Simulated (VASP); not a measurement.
# HgTe (Coloradoite) (F-43m) in VASP: notebook

The runs below take HgTe (Coloradoite) through single point, with PBE+D4, revPBE, BLYP+D3(BJ).

Program: VASP 6.6.1. These are calculated values, not measurements. Logs are shortened: lines on timing, memory, paths and dates and some standing lists are left out, and cuts for length are marked.

## (1) The cell of the first run

Symmetry: F-43m, No. 216, cubic system. Conventional cell: a = 6.298 Å, b = 6.298 Å, c = 6.298 Å, α = 90.00°, β = 90.00°, γ = 90.00°. Within 3.6 Å of Hg (site symmetry -43m) lie 4 Te at 2.73 Å. Within 3.6 Å of Te (site symmetry -43m) lie 4 Hg at 2.73 Å.

## (2) Single point, PBE+D4

Input file INCAR:

```
SYSTEM = HgTe
ALGO = Normal ; EDIFF = 1E-7
ENCUT = 520 ; GGA = PE
ISIF = 2 ; ISMEAR = -1
IVDW = 13 ; LASPH = .True.
LCHARG = .False. ; LREAL = .False.
LWAVE = .False. ; NBANDS = 16
NELM = 80 ; PREC = Accurate
SIGMA = 0.05
```

Input file KPOINTS:

```
k-points
0
Gamma
  7 7 7
  0 0 0
```

Input file POSCAR:

```
HgTe
1.0
    0.0000000000      3.1488795465      3.1488795465
    3.1488795465      0.0000000000      3.1488795465
    3.1488795465      3.1488795465      0.0000000000
Hg Te
1 1
Direct
    0.0000000000      0.0000000000      0.0000000000
    0.7500000000      0.7500000000      0.7500000000
```

Potentials or basis: VASP PAW PBE potentials, release 64 (Hg, Te).

Run with:

```sh
cat potpaw_PBE.64/Hg/POTCAR potpaw_PBE.64/Te/POTCAR > POTCAR
mpirun -np 1 vasp_std > vasp.out
```

OUTCAR:

```text
SYSTEM = HgTe
   EDIFF = 1E-7
   ENCUT = 520
   GGA = PE
   ISIF = 2
   ISMEAR = -1
   IVDW = 13
   LASPH = .True.
   LREAL = .False.
   NELM = 80
   PREC = Accurate

 ion  position               nearest neighbor table
   1  0.000  0.000  0.000-   2 2.73   2 2.73   2 2.73   2 2.73
   2  0.750  0.750  0.750-   1 2.73   1 2.73   1 2.73   1 2.73

  LATTYP: Found a face centered cubic cell.
 ALAT       =     6.2977590930

  Lattice vectors:

 A1 = (   0.0000000000,   3.1488795465,   3.1488795465)
 A2 = (   3.1488795465,   0.0000000000,   3.1488795465)
 A3 = (   3.1488795465,   3.1488795465,   0.0000000000)

Analysis of symmetry for initial positions (statically):
=====================================================================
 Subroutine PRICEL returns:
 Original cell was already a primitive cell.

 Routine SETGRP: Setting up the symmetry group for a
 face centered cubic supercell.

 Subroutine GETGRP returns: Found 24 space group operations
 (whereof 24 operations were pure point group operations)
 out of a pool of 48 trial point group operations.

The static configuration has the point symmetry T_d .

Analysis of symmetry for dynamics (positions and initial velocities):
=====================================================================
 Subroutine PRICEL returns:
 Original cell was already a primitive cell.

 Routine SETGRP: Setting up the symmetry group for a
 face centered cubic supercell.

 Subroutine GETGRP returns: Found 24 space group operations
 (whereof 24 operations were pure point group operations)
 out of a pool of 48 trial point group operations.

The dynamic configuration has the point symmetry T_d .

 Subroutine INISYM returns: Found 24 space group operations
 (whereof 24 operations are pure point group operations),
 and found     1 'primitive' translations

----------------------------------------------------------------------------------------

                                     Primitive cell

  volume of cell :      62.4451

  direct lattice vectors                    reciprocal lattice vectors
     0.000000000  3.148879546  3.148879546    -0.158786639  0.158786639  0.158786639
     3.148879546  0.000000000  3.148879546     0.158786639 -0.158786639  0.158786639
     3.148879546  3.148879546  0.000000000     0.158786639  0.158786639 -0.158786639

  length of vectors
     4.453188161  4.453188161  4.453188161     0.275026526  0.275026526  0.275026526

  position of ions in fractional coordinates (direct lattice)
     0.000000000  0.000000000  0.000000000
     0.750000000  0.750000000  0.750000000

  ion indices of the primitive-cell ions
   primitive index   ion index
                 1           1
                 2           2

----------------------------------------------------------------------------------------

 KPOINTS: k-points

Automatic generation of k-mesh.
 Grid dimensions read from file:
 generate k-points for:    7    7    7

 Generating k-lattice:

  Cartesian coordinates                     Fractional coordinates (reciprocal lattice)
    -0.022683806  0.022683806  0.022683806     0.142857143  0.000000000  0.000000000
     0.022683806 -0.022683806  0.022683806     0.000000000  0.142857143  0.000000000
     0.022683806  0.022683806 -0.022683806     0.000000000  0.000000000  0.142857143

  Length of vectors
     0.039289504  0.039289504  0.039289504

  Shift w.r.t. Gamma in fractional coordinates (k-lattice)
     0.000000000  0.000000000  0.000000000

 Subroutine IBZKPT returns following result:
 ===========================================

 Found     20 irreducible k-points:

 Following reciprocal coordinates:
            Coordinates               Weight
  0.000000  0.000000  0.000000      1.000000
  0.142857  0.000000  0.000000      8.000000
  0.285714  0.000000  0.000000      8.000000
  0.428571  0.000000  0.000000      8.000000
  0.142857  0.142857  0.000000      6.000000
  0.285714  0.142857  0.000000     24.000000
[... 12 lines left out ...]
 -0.428571  0.428571  0.142857     24.000000
 -0.285714  0.428571  0.142857     24.000000
   k-points           NKPTS =     20   k-points in BZ     NKDIM =     20   number of bands    NBANDS=     16
   number of dos      NEDOS =    301   number of ions     NIONS =      2
   total plane-waves  NPLWV =  46656
   dimension x,y,z NGX =    36 NGY =   36 NGZ =   36
   dimension x,y,z NGXF=    72 NGYF=   72 NGZF=   72
   ions per type =               1   1
   NGX,Y,Z   is equivalent  to a cutoff of  13.44, 13.44, 13.44 a.u.
   NGXF,Y,Z  is equivalent  to a cutoff of  26.88, 26.88, 26.88 a.u.
 SYSTEM =  HgTe
   PREC   = accura    normal or accurate (medium, high low for compatibility)
   ISTART =      0    job   : 0-new  1-cont  2-samecut
   ICHARG =      2    charge: 1-file 2-atom 10-const
   ISPIN  =      1    spin polarized calculation?
   LNONCOLLINEAR =      F non collinear calculations
   LSORBIT =      F    spin-orbit coupling
   LASPH  =      T    aspherical Exc in radial PAW
   ENCUT  =  520.0 eV  38.22 Ry    6.18 a.u.   8.28  8.28  8.28*2*pi/ulx,y,z
   NELM   =     80;   NELMIN=  2; NELMDL= -5     # of ELM steps
   EDIFF  = 0.1E-06   stopping-criterion for ELM
   LREAL  =      F    real-space projection
   EDIFFG = 0.1E-05   stopping-criterion for IOM
   NSW    =      0    number of steps for IOM
   IBRION =     -1    ionic relax: 0-MD 1-quasi-New 2-CG
   NFREE  =      0    steps in history (QN), initial steepest desc. (CG)
   ISIF   =      2    stress and relaxation
   ISYM   =      2    0-nonsym 1-usesym 2-fastsym
   POTIM  = 0.5000    time-step for ionic-motion
   TEBEG  =    0.0;   TEEND  =   0.0 temperature during run
   PSTRESS=    0.0 pullay stress
   NELECT =      18.0000    total number of electrons
   NUPDOWN=      -1.0000    fix difference up-down
   EMIN   =  10.00;   EMAX   =-10.00  energy-range for DOS
   EFERMI =   0.00;   METHOD = LEGACY
   ISMEAR =    -1;   SIGMA  =   0.05  broadening in eV -4-tet -1-fermi 0-gaus
   EFERMI_NEDOS =   21; number of points for ismear=-14 and -15
   IALGO  =     38    algorithm
   IMIX   =      4    mixing-type and parameters
     AMIX     =   0.40;   BMIX     =  1.00
     AMIX_MAG =   1.60;   BMIX_MAG =  1.00
  volume/ion in A,a.u.               =      31.22       210.70
  Fermi-wavevector in a.u.,A,eV,Ry     =   1.081433  2.043612 15.911977  1.169497
  Thomas-Fermi vector in A             =   2.217449
   LORBIT       =      0    0 simple, 1 ext, 2 COOP (PROOUT), +10 PAW based schemes
   GGA     = PE    functional components
   LHFCALC =     F    Hartree Fock is set to
   AEXX    =    0.0000 exact exchange contribution
   IVDW    =    13    specifies the selected vdW correction
   LEPSILON=     F    determine dielectric tensor
   LRPA    =     F    only Hartree local field effects (RPA)
 non-spin polarized calculation
  energy-cutoff  :      520.00
  volume of cell :       62.45
 maximum number of plane-waves:      1696
 NGX is ok and might be reduce to    36
   NGX = 17   NGY = 17   NGZ = 17

 number of electron      18.0000001 magnetization

 Free energy of the ion-electron system (eV)
  ---------------------------------------------------
  ext. energy  EPLUGINS =         0.00000000
  ---------------------------------------------------
  free energy    TOTEN  =        -3.38766500 eV

  energy without entropy =       -3.38703304  energy(sigma->0) =       -3.38734902

 E-fermi :   4.0127     XC(G=0):  -9.1049

 val. band max:        3.9750448327   @ k =   0.0000   0.0000   0.0000
 cond. band min:       4.7019507721   @ k =   0.4286   0.0000   0.0000
 fundamental gap:      0.7269059395
 Fermi energy:         4.0127084881

 k-point     1 :       0.0000    0.0000    0.0000
  band No.  band energies     occupation
      1      -8.6176      2.00000
      2      -3.8789      2.00000
      3      -3.8789      2.00000
      4      -3.8789      2.00000
      5      -3.2492      2.00000
      6      -3.2492      2.00000
[... 8 lines left out ...]
     15      13.6343      0.00000
     16      13.6343      0.00000

 k-point     2 :       0.1429    0.0000    0.0000
  band No.  band energies     occupation
      1      -8.5014      2.00000
      2      -3.8464      2.00000
      3      -3.8464      2.00000
      4      -3.8424      2.00000
      5      -3.2528      2.00000
      6      -3.2528      2.00000
[... 8 lines left out ...]
     15      12.6118      0.00000
     16      12.6118      0.00000

 k-point     3 :       0.2857    0.0000    0.0000
  band No.  band energies     occupation
      1      -8.2230      2.00000
      2      -3.7808      2.00000
      3      -3.7808      2.00000
      4      -3.6460      2.00000
      5      -3.2484      2.00000
      6      -3.2484      2.00000
[... 8 lines left out ...]
     15      12.5901      0.00000
     16      12.5901      0.00000

 k-point     4 :       0.4286    0.0000    0.0000
  band No.  band energies     occupation
      1      -7.9812      2.00000
      2      -3.7392      2.00000
      3      -3.7392      2.00000
      4      -3.2284      2.00000
      5      -3.2284      2.00000
      6      -3.1216      2.00000
[... 8 lines left out ...]
     15      13.7018      0.00000
     16      13.7018      0.00000
[... 248 lines left out ...]
 k-point    18 :      -0.4286    0.2857    0.1429
  band No.  band energies     occupation
      1      -7.8302      2.00000
      2      -3.6797      2.00000
      3      -3.6384      2.00000
      4      -3.3481      2.00000
      5      -3.2374      2.00000
      6      -2.9203      2.00000
[... 8 lines left out ...]
     15      13.9760      0.00000
     16      14.6349      0.00000

 k-point    19 :      -0.4286    0.4286    0.1429
  band No.  band energies     occupation
      1      -7.7478      2.00000
      2      -3.6658      2.00000
      3      -3.5553      2.00000
      4      -3.4336      2.00000
      5      -3.2122      2.00000
      6      -2.7857      2.00000
[... 8 lines left out ...]
     15      14.8789      0.00000
     16      15.3233      0.00000

 k-point    20 :      -0.2857    0.4286    0.1429
  band No.  band energies     occupation
      1      -7.7271      2.00000
      2      -3.6458      2.00000
      3      -3.5671      2.00000
      4      -3.3350      2.00000
      5      -3.2714      2.00000
      6      -2.5909      2.00000
[... 8 lines left out ...]
     15      14.1958      0.00000
     16      16.1061      0.00000

------------------------ aborting loop because EDIFF is reached ----------------------------------------

  DFT-D4 for vdW energy calculation

  Edisp (eV):   -0.83537

  FORCE on cell =-STRESS in cart. coord.  units (eV):
  Direction    XX          YY          ZZ          XY          YZ          ZX
  --------------------------------------------------------------------------------------
  -------------------------------------------------------------------------------------
  Total       2.47153     2.47153     2.47153    -0.00000    -0.00000     0.00000
  in kB      63.41293    63.41293    63.41293    -0.00000    -0.00000     0.00000
  external pressure =       63.41 kB  Pullay stress =        0.00 kB

 VOLUME and BASIS-vectors are now :
 -----------------------------------------------------------------------------
  energy-cutoff  :      520.00
  volume of cell :       62.45
      direct lattice vectors                 reciprocal lattice vectors
     0.000000000  3.148879546  3.148879546    -0.158786639  0.158786639  0.158786639
     3.148879546  0.000000000  3.148879546     0.158786639 -0.158786639  0.158786639
     3.148879546  3.148879546  0.000000000     0.158786639  0.158786639 -0.158786639

 POSITION                                       TOTAL-FORCE (eV/Angst)
 -----------------------------------------------------------------------------------
      0.00000      0.00000      0.00000        -0.000000     -0.000000      0.000000
      4.72332      4.72332      4.72332         0.000000      0.000000     -0.000000
 -----------------------------------------------------------------------------------
    total drift:                                0.000000      0.000000      0.000000

  FREE ENERGIE OF THE ION-ELECTRON SYSTEM (eV)
  ---------------------------------------------------
  free  energy   TOTEN  =        -4.2230368604 eV

  energy  without entropy=       -4.2224049020  energy(sigma->0) =       -4.22272088
```

Wall time 12 s (1 thread of Intel Xeon Platinum 8559C (Emerald Rapids), shared host); peak memory 0.2 GiB.

Results:

```
Free energy                : -4.2230 eV
Pressure                   : 6.3 GPa
Band gap on the k mesh     : zero (filled and empty bands touch)
Dispersion energy per atom : -0.418 eV
```

Levels at points of the mesh, in eV from the Fermi level:
| k point | band 7 | band 8 | band 9 | band 10 | band 11 | band 12 |
| --- | --- | --- | --- | --- | --- | --- |
| (0.00, 0.00, 0.00) | -0.57 | -0.04 | -0.04 | -0.04 | 4.03 | 4.03 |

Caveat: spin-orbit coupling is left out, which moves the levels of the heavy elements; pairwise dispersion overbinds metals, which lowers pressure and volume.

## (3) Single point, revPBE

Input file INCAR:

```
SYSTEM = HgTe
PREC = Accurate
ENCUT = 520
EDIFF = 1E-7
ISMEAR = -1
SIGMA = 0.05
LREAL = .False.
LASPH = .True.
NELM = 60
ALGO = Normal
ISIF = 2
LWAVE = .False.
LCHARG = .False.
GGA = RE
NBANDS = 16
```

Input file KPOINTS:

```
regular mesh
0
Gamma
  7 7 7
  0 0 0
```

POSCAR is that of step 2.

Potentials or basis: VASP PAW PBE potentials, release 64 (Hg, Te).

Run with:

```sh
cat potpaw_PBE.64/Hg/POTCAR potpaw_PBE.64/Te/POTCAR > POTCAR
mpirun -np 1 vasp_std > vasp.out
```

Wall time 13 s (1 thread of Intel Xeon Platinum 8559C (Emerald Rapids), shared host); peak memory 0.2 GiB.

The run converged. Its results:

```
Free energy            : -2.6787 eV
Pressure               : 10.0 GPa
Band gap on the k mesh : zero (filled and empty bands touch)
```

Levels at points of the mesh, in eV from the Fermi level:
```tsv
k point	band 6	band 7	band 8	band 9	band 10	band 11	band 12	band 13
(0.00, 0.00, 0.00)	-7.27	-0.49	-0.04	-0.04	-0.04	4.06	4.06	4.06
```

Caveat: the PAW data sets were made with another functional, which shifts forces and pressure a little; spin-orbit coupling is left out, which moves the levels of the heavy elements.

[end of part 1 of 2]
